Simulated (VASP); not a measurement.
# TiO2 (Fm-3m) in VASP: settings compared

Aim: see how the results for TiO2 move with the level of theory and the settings. Levels: LDA, PBE, r2SCAN. Tasks: single point.

Program: VASP 6.6.1. These are calculated values, not measurements. Logs are shortened: lines on timing, memory, paths and dates and some standing lists are left out, and cuts for length are marked.

## (1) The cell of the first run

The structure is cubic, space group Fm-3m (No. 225). Conventional cell: a = 4.794 Å, b = 4.794 Å, c = 4.794 Å, α = 90.00°, β = 90.00°, γ = 90.00°. Within 2.7 Å of Ti (site symmetry m-3m) lie 8 O at 2.08 Å. O (site symmetry -43m) has 4 Ti at 2.08 Å and 6 O at 2.40 Å within 2.7 Å.

## (2) Single point, LDA

INCAR reads:

```
PREC = Accurate
ENCUT = 600
EDIFF = 1E-6
ISMEAR = 0
SIGMA = 0.01
LREAL = False
LASPH = True
NELM = 120
ALGO = Normal
ISIF = 2
LWAVE = False
LCHARG = False
NBANDS = 19
GGA_COMPAT = False
```

KPOINTS reads:

```
Automatic mesh
0
Gamma
  4 4 4
```

POSCAR reads:

```
TiO2
1.0
    0.0000000000      2.3968272579      2.3968272579
    2.3968272579      0.0000000000      2.3968272579
    2.3968272579      2.3968272579      0.0000000000
Ti O
1 2
Direct
    0.0000000000      0.0000000000      0.0000000000
    0.2500000000      0.2500000000      0.2500000000
    0.7500000000      0.7500000000      0.7500000000
```

Potentials or basis: VASP PAW LDA potentials, release 64 (Ti_sv, O).

Launch:

```console
cat potpaw_LDA.64/Ti_sv/POTCAR potpaw_LDA.64/O/POTCAR > POTCAR
mpirun -np 1 vasp_std > vasp.out
```

OUTCAR:

```text
PREC = Accurate
   ENCUT = 600
   EDIFF = 1E-6
   ISMEAR = 0
   LREAL = False
   LASPH = True
   NELM = 120
   ISIF = 2

 ion  position               nearest neighbor table
   1  0.000  0.000  0.000-   3 2.08   3 2.08   3 2.08   2 2.08   3 2.08   2 2.08   2 2.08   2 2.08

   2  0.250  0.250  0.250-   1 2.08   1 2.08   1 2.08   1 2.08
   3  0.750  0.750  0.750-   1 2.08   1 2.08   1 2.08   1 2.08

  LATTYP: Found a face centered cubic cell.
 ALAT       =     4.7936545158

  Lattice vectors:

 A1 = (   0.0000000000,   2.3968272579,   2.3968272579)
 A2 = (   2.3968272579,   0.0000000000,   2.3968272579)
 A3 = (   2.3968272579,   2.3968272579,   0.0000000000)

Analysis of symmetry for initial positions (statically):
[... 33 lines left out ...]
                                     Primitive cell

  volume of cell :      27.5385

  direct lattice vectors                    reciprocal lattice vectors
     0.000000000  2.396827258  2.396827258    -0.208609110  0.208609110  0.208609110
     2.396827258  0.000000000  2.396827258     0.208609110 -0.208609110  0.208609110
     2.396827258  2.396827258  0.000000000     0.208609110  0.208609110 -0.208609110

  length of vectors
     3.389625615  3.389625615  3.389625615     0.361321577  0.361321577  0.361321577

  position of ions in fractional coordinates (direct lattice)
     0.000000000  0.000000000  0.000000000
     0.250000000  0.250000000  0.250000000
     0.750000000  0.750000000  0.750000000

  ion indices of the primitive-cell ions
   primitive index   ion index
                 1           1
                 2           2
                 3           3

----------------------------------------------------------------------------------------

 KPOINTS: Automatic mesh

Automatic generation of k-mesh.
 Grid dimensions read from file:
 generate k-points for:    4    4    4

 Generating k-lattice:

  Cartesian coordinates                     Fractional coordinates (reciprocal lattice)
    -0.052152277  0.052152277  0.052152277     0.250000000  0.000000000  0.000000000
     0.052152277 -0.052152277  0.052152277     0.000000000  0.250000000  0.000000000
     0.052152277  0.052152277 -0.052152277     0.000000000  0.000000000  0.250000000

  Length of vectors
     0.090330394  0.090330394  0.090330394

  Shift w.r.t. Gamma in fractional coordinates (k-lattice)
     0.000000000  0.000000000  0.000000000

 Subroutine IBZKPT returns following result:
 ===========================================

 Found      8 irreducible k-points:

 Following reciprocal coordinates:
            Coordinates               Weight
  0.000000  0.000000  0.000000      1.000000
  0.250000  0.000000  0.000000      8.000000
  0.500000  0.000000  0.000000      4.000000
  0.250000  0.250000  0.000000      6.000000
  0.500000  0.250000  0.000000     24.000000
 -0.250000  0.250000  0.000000     12.000000
  0.500000  0.500000  0.000000      3.000000
 -0.250000  0.500000  0.250000      6.000000
   k-points           NKPTS =      8   k-points in BZ     NKDIM =      8   number of bands    NBANDS=     19
   number of dos      NEDOS =    301   number of ions     NIONS =      3
   total plane-waves  NPLWV =  21952
   dimension x,y,z NGX =    28 NGY =   28 NGZ =   28
   dimension x,y,z NGXF=    56 NGYF=   56 NGZF=   56
   ions per type =               1   2
   NGX,Y,Z   is equivalent  to a cutoff of  13.73, 13.73, 13.73 a.u.
   NGXF,Y,Z  is equivalent  to a cutoff of  27.47, 27.47, 27.47 a.u.
 SYSTEM =  unknown system
   PREC   = accura    normal or accurate (medium, high low for compatibility)
   ISTART =      0    job   : 0-new  1-cont  2-samecut
   ICHARG =      2    charge: 1-file 2-atom 10-const
   ISPIN  =      1    spin polarized calculation?
   LNONCOLLINEAR =      F non collinear calculations
   LSORBIT =      F    spin-orbit coupling
   LASPH  =      T    aspherical Exc in radial PAW
   ENCUT  =  600.0 eV  44.10 Ry    6.64 a.u.   6.77  6.77  6.77*2*pi/ulx,y,z
   NELM   =    120;   NELMIN=  2; NELMDL= -5     # of ELM steps
   EDIFF  = 0.1E-05   stopping-criterion for ELM
   LREAL  =      F    real-space projection
   EDIFFG = 0.1E-04   stopping-criterion for IOM
   NSW    =      0    number of steps for IOM
   IBRION =     -1    ionic relax: 0-MD 1-quasi-New 2-CG
   NFREE  =      0    steps in history (QN), initial steepest desc. (CG)
   ISIF   =      2    stress and relaxation
   ISYM   =      2    0-nonsym 1-usesym 2-fastsym
   POTIM  = 0.5000    time-step for ionic-motion
   TEBEG  =    0.0;   TEEND  =   0.0 temperature during run
   PSTRESS=    0.0 pullay stress
   NELECT =      24.0000    total number of electrons
   NUPDOWN=      -1.0000    fix difference up-down
   EMIN   =  10.00;   EMAX   =-10.00  energy-range for DOS
   EFERMI =   0.00;   METHOD = LEGACY
   ISMEAR =     0;   SIGMA  =   0.01  broadening in eV -4-tet -1-fermi 0-gaus
   EFERMI_NEDOS =   21; number of points for ismear=-14 and -15
   IALGO  =     38    algorithm
   IMIX   =      4    mixing-type and parameters
     AMIX     =   0.40;   BMIX     =  1.00
     AMIX_MAG =   1.60;   BMIX_MAG =  1.00
  volume/ion in A,a.u.               =       9.18        61.95
  Fermi-wavevector in a.u.,A,eV,Ry     =   1.563742  2.955044 33.270189  2.445290
  Thomas-Fermi vector in A             =   2.666469
   LORBIT       =      0    0 simple, 1 ext, 2 COOP (PROOUT), +10 PAW based schemes
   GGA     = CA    functional components
   LHFCALC =     F    Hartree Fock is set to
   AEXX    =    0.0000 exact exchange contribution
   IVDW    =     0    specifies the selected vdW correction
   LEPSILON=     F    determine dielectric tensor
   LRPA    =     F    only Hartree local field effects (RPA)
 non-spin polarized calculation
 Gauss-broadening in eV      SIGMA  =   0.01
  energy-cutoff  :      600.00
  volume of cell :       27.54
 maximum number of plane-waves:       941
   NGX = 13   NGY = 13   NGZ = 13

 number of electron      23.9999996 magnetization

 Free energy of the ion-electron system (eV)
  ---------------------------------------------------
  ext. energy  EPLUGINS =         0.00000000
  ---------------------------------------------------
  free energy    TOTEN  =       -28.74518077 eV

  energy without entropy =      -28.74518077  energy(sigma->0) =      -28.74518077

 E-fermi :   7.1949     XC(G=0): -12.7970

 val. band max:        7.1127744597   @ k =   0.5000   0.5000   0.0000
 cond. band min:       8.1128412581   @ k =   0.0000   0.0000   0.0000
 fundamental gap:      1.0000667984
 Fermi energy:         7.1949325960

 k-point     1 :       0.0000    0.0000    0.0000
  band No.  band energies     occupation
      1     -49.9194      2.00000
      2     -26.4024      2.00000
      3     -26.4024      2.00000
      4     -26.4024      2.00000
      5     -12.3502      2.00000
      6      -8.3727      2.00000
      7       1.0252      2.00000
      8       1.0252      2.00000
      9       1.0252      2.00000
     10       6.2307      2.00000
     11       6.2307      2.00000
     12       6.2307      2.00000
     13       8.1128      0.00000
     14       8.1128      0.00000
     15      12.5153      0.00000
     16      12.5153      0.00000
     17      12.5154      0.00000
     18      14.6032      0.00000
     19      20.9981      0.00000

 k-point     2 :       0.2500    0.0000    0.0000
  band No.  band energies     occupation
      1     -49.9067      2.00000
      2     -26.5397      2.00000
      3     -26.4187      2.00000
      4     -26.4187      2.00000
      5     -11.6604      2.00000
      6      -9.1293      2.00000
      7       1.5421      2.00000
      8       1.5421      2.00000
      9       2.4297      2.00000
     10       4.9239      2.00000
     11       5.1150      2.00000
     12       5.1150      2.00000
     13       8.7597      0.00000
     14       8.7597      0.00000
     15      10.9989      0.00000
     16      12.1301      0.00000
     17      12.1301      0.00000
     18      16.3086      0.00000
     19      20.8168      0.00000

 k-point     3 :       0.5000    0.0000    0.0000
  band No.  band energies     occupation
      1     -49.8939      2.00000
      2     -26.6719      2.00000
      3     -26.4350      2.00000
      4     -26.4350      2.00000
      5     -10.7229      2.00000
      6      -9.9600      2.00000
      7       2.1084      2.00000
      8       2.1084      2.00000
      9       3.6859      2.00000
     10       3.8095      2.00000
     11       4.5447      2.00000
     12       4.5447      2.00000
     13       8.4869      0.00000
     14       8.4869      0.00000
     15      10.0062      0.00000
     16      12.0942      0.00000
     17      12.0942      0.00000
     18      16.9995      0.00000
     19      21.6341      0.00000

 k-point     4 :       0.2500    0.2500    0.0000
  band No.  band energies     occupation
      1     -49.9025      2.00000
      2     -26.5471      2.00000
      3     -26.4429      2.00000
      4     -26.4429      2.00000
      5     -11.4227      2.00000
      6      -9.2942      2.00000
      7       1.5219      2.00000
      8       1.5219      2.00000
      9       2.4378      2.00000
     10       3.5680      2.00000
     11       6.0127      2.00000
     12       6.0127      2.00000
     13       8.4642      0.00000
     14       9.0051      0.00000
     15      11.5063      0.00000
     16      11.5063      0.00000
     17      11.8475      0.00000
     18      16.2689      0.00000
     19      20.7460      0.00000

 k-point     5 :       0.5000    0.2500    0.0000
  band No.  band energies     occupation
      1     -49.8897      2.00000
      2     -26.6326      2.00000
      3     -26.5056      2.00000
      4     -26.4592      2.00000
      5     -10.5182      2.00000
      6      -9.9613      2.00000
      7       0.9472      2.00000
      8       2.2436      2.00000
      9       2.2599      2.00000
     10       4.7674      2.00000
     11       5.1935      2.00000
     12       5.6101      2.00000
     13       8.7466      0.00000
     14       8.9844      0.00000
     15      10.3503      0.00000
     16      11.2770      0.00000
     17      11.5649      0.00000
     18      17.8053      0.00000
     19      21.7413      0.00000

 k-point     6 :      -0.2500    0.2500    0.0000
  band No.  band energies     occupation
      1     -49.8940      2.00000
      2     -26.5948      2.00000
      3     -26.5136      2.00000
      4     -26.4352      2.00000
      5     -10.8441      2.00000
      6      -9.7624      2.00000
      7       1.0902      2.00000
      8       2.7553      2.00000
      9       3.0434      2.00000
     10       3.4605      2.00000
     11       4.5143      2.00000
     12       5.9097      2.00000
     13       8.4800      0.00000
     14       9.2224      0.00000
     15      10.8409      0.00000
     16      10.9003      0.00000
     17      11.8707      0.00000
     18      17.5783      0.00000
     19      21.6911      0.00000

 k-point     7 :       0.5000    0.5000    0.0000
  band No.  band energies     occupation
      1     -49.8855      2.00000
      2     -26.6829      2.00000
      3     -26.4833      2.00000
      4     -26.4833      2.00000
      5     -10.2829      2.00000
      6     -10.0037      2.00000
      7      -0.1935      2.00000
      8       2.4369      2.00000
      9       2.4369      2.00000
     10       4.9883      2.00000
     11       4.9883      2.00000
     12       7.1128      2.00000
     13       8.8371      0.00000
     14       8.8437      0.00000
     15      10.0411      0.00000
     16      11.2845      0.00000
     17      11.2845      0.00000
     18      18.5910      0.00000
     19      21.0666      0.00000

 k-point     8 :      -0.2500    0.5000    0.2500
  band No.  band energies     occupation
      1     -49.8855      2.00000
      2     -26.5838      2.00000
      3     -26.5838      2.00000
      4     -26.4846      2.00000
      5     -10.1548      2.00000
      6     -10.1548      2.00000
      7       0.7754      2.00000
      8       1.1349      2.00000
      9       3.7202      2.00000
     10       3.7202      2.00000
     11       5.1139      2.00000
     12       6.8679      2.00000
     13       8.8772      0.00000
     14       9.2305      0.00000
     15      10.4061      0.00000
     16      10.4061      0.00000
     17      11.4362      0.00000
     18      18.4564      0.00000
     19      22.9150      0.00000

------------------------ aborting loop because EDIFF is reached ----------------------------------------

  FORCE on cell =-STRESS in cart. coord.  units (eV):
  Direction    XX          YY          ZZ          XY          YZ          ZX
  --------------------------------------------------------------------------------------
  -------------------------------------------------------------------------------------
  Total       -1.5467761     -1.5467761     -1.5467761      0.0000000      0.0000000      0.0000000
  in kB      -89.9907411    -89.9907411    -89.9907411      0.0000000      0.0000000      0.0000000
  external PRESSURE =     -89.9907411 kB  Pullay stress =       0.0000000 kB

 VOLUME and BASIS-vectors are now :
 -----------------------------------------------------------------------------
  energy-cutoff  :      600.00
  volume of cell :       27.54
      direct lattice vectors                 reciprocal lattice vectors
     0.000000000  2.396827258  2.396827258    -0.208609110  0.208609110  0.208609110
     2.396827258  0.000000000  2.396827258     0.208609110 -0.208609110  0.208609110
     2.396827258  2.396827258  0.000000000     0.208609110  0.208609110 -0.208609110

 POSITION                                       TOTAL-FORCE (eV/Angst)
 -----------------------------------------------------------------------------------
      0.00000      0.00000      0.00000        -0.000000     -0.000000     -0.000000
      1.19841      1.19841      1.19841         0.000000     -0.000000     -0.000000
      3.59524      3.59524      3.59524        -0.000000      0.000000      0.000000
 -----------------------------------------------------------------------------------
    total drift:                               -0.000000      0.000000      0.000000

  FREE ENERGIE OF THE ION-ELECTRON SYSTEM (eV)
  ---------------------------------------------------
  free  energy   TOTEN  =       -28.7451807671 eV

  energy  without entropy=      -28.7451807671  energy(sigma->0) =      -28.74518077
```

Run time: 5 s. Hardware: 1 thread of Intel Xeon Platinum 8488C (Sapphire Rapids), shared host; peak memory 0.13 GiB.

Results:

```
Free energy            : -28.7452 eV
Pressure               : -9.0 GPa
Band gap on the k mesh : 1.00 eV, indirect (least direct gap 1.72 eV)
```

Levels at points of the mesh, in eV from the valence-band top:
```csv
k point,band 10,band 11,band 12,band 13,band 14,band 15
"(0.00, 0.00, 0.00)",-0.88,-0.88,-0.88,1.00,1.00,5.40
"(0.50, 0.00, 0.00)",-3.30,-2.57,-2.57,1.37,1.37,2.89
"(0.50, 0.50, 0.00)",-2.12,-2.12,0.00,1.72,1.73,2.93
```

Caveat: the k points lie up to 0.57 Å⁻¹ apart. Expect the measured gap to be larger: semilocal functionals such as LDA lack the derivative discontinuity.

## (3) Single point, PBE

INCAR reads:

```
SYSTEM = TiO2
ALGO     = Normal         ! electronic algorithm
EDIFF    = 1E-6           ! SCF threshold, eV
ENCUT    = 600            ! plane-wave cutoff, eV
GGA      = PE             ! functional
GGA_COMPAT= .False.      
ISIF     = 2              ! what is computed and relaxed
ISMEAR   = 0              ! smearing method
LASPH    = .True.         ! aspherical terms in the spheres
LCHARG   = .False.        ! write CHGCAR
LREAL    = .False.        ! projectors in reciprocal space
LWAVE    = .False.        ! write WAVECAR
NBANDS   = 19             ! bands
NELM     = 120            ! most SCF steps
PREC     = Accurate       ! precision mode
SIGMA    = 0.01           ! smearing width, eV
```

KPOINTS reads:

```
k-points
0
Gamma
  4 4 4
  0 0 0
```

POSCAR is that of step 2.

Potentials or basis: VASP PAW PBE potentials, release 64 (Ti_sv, O).

Launch:

```console
cat potpaw_PBE.64/Ti_sv/POTCAR potpaw_PBE.64/O/POTCAR > POTCAR
mpirun -np 1 vasp_std > vasp.out
```

Run time: 6.5 s. Hardware: 1 thread of Intel Xeon Platinum 8488C (Sapphire Rapids), shared host; peak memory 0.15 GiB.

It converged, with:

```
Free energy            : -26.0195 eV
Pressure               : 6.5 GPa
Band gap on the k mesh : 1.12 eV, indirect (least direct gap 1.83 eV)
```

Levels at points of the mesh, in eV from the valence-band top:
```tsv
k point	band 9	band 10	band 11	band 12	band 13	band 14	band 15	band 16
(0.00, 0.00, 0.00)	-6.03	-0.87	-0.87	-0.87	1.12	1.12	5.37	5.37
(0.50, 0.00, 0.00)	-3.39	-3.28	-2.54	-2.54	1.47	1.47	2.86	4.97
(0.50, 0.50, 0.00)	-4.63	-2.11	-2.11	0.00	1.83	1.84	2.89	4.17
```

Caveat: the k points lie up to 0.57 Å⁻¹ apart. A k mesh can miss the band edges.

[end of part 1 of 2]
